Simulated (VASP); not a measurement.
A run of VASP 6.6.1:

File INCAR:

```
  ALGO = Normal
  EDIFF = 1E-7
  ENCUT = 520
  GGA = PE
  ISIF = 2
  ISMEAR = 1
  LASPH = True
  LCHARG = False
  LREAL = False
  LWAVE = False
  NBANDS = 36
  NELM = 80
  PREC = Accurate
  SIGMA = 0.05
```

KPOINTS

```
k-points
0
Gamma
  5 5 5
```

File POSCAR:

```
ZnBi3
1.0
    4.8731640000      0.0000000000      0.0000000000
    0.0000000000      4.8731640000      0.0000000000
    0.0000000000      0.0000000000      4.8731640000
Bi Zn
3 1
Direct
    0.5000000000      0.5000000000      0.0000000000
    0.5000000000      0.0000000000      0.5000000000
    0.0000000000      0.5000000000      0.5000000000
    0.0000000000      0.0000000000      0.0000000000
```

Potentials or basis: VASP PAW PBE potentials, release 64 (Bi_d, Zn).

Launch:

```console
$ cat potpaw_PBE.64/Bi_d/POTCAR potpaw_PBE.64/Zn/POTCAR > POTCAR
$ mpirun -np 1 vasp_std > vasp.out
```

Hardware: 1 thread of Intel(R) Xeon(R) Platinum 8488C (Sapphire Rapids), with other jobs on the host.

Q: Estimate the wall time of this run.

A: Wall time 19 s on 1 thread of Intel(R) Xeon(R) Platinum 8488C (Sapphire Rapids), with other jobs on the host, peak memory 0.21 GiB. Counts: scf iterations 13, k points 10.
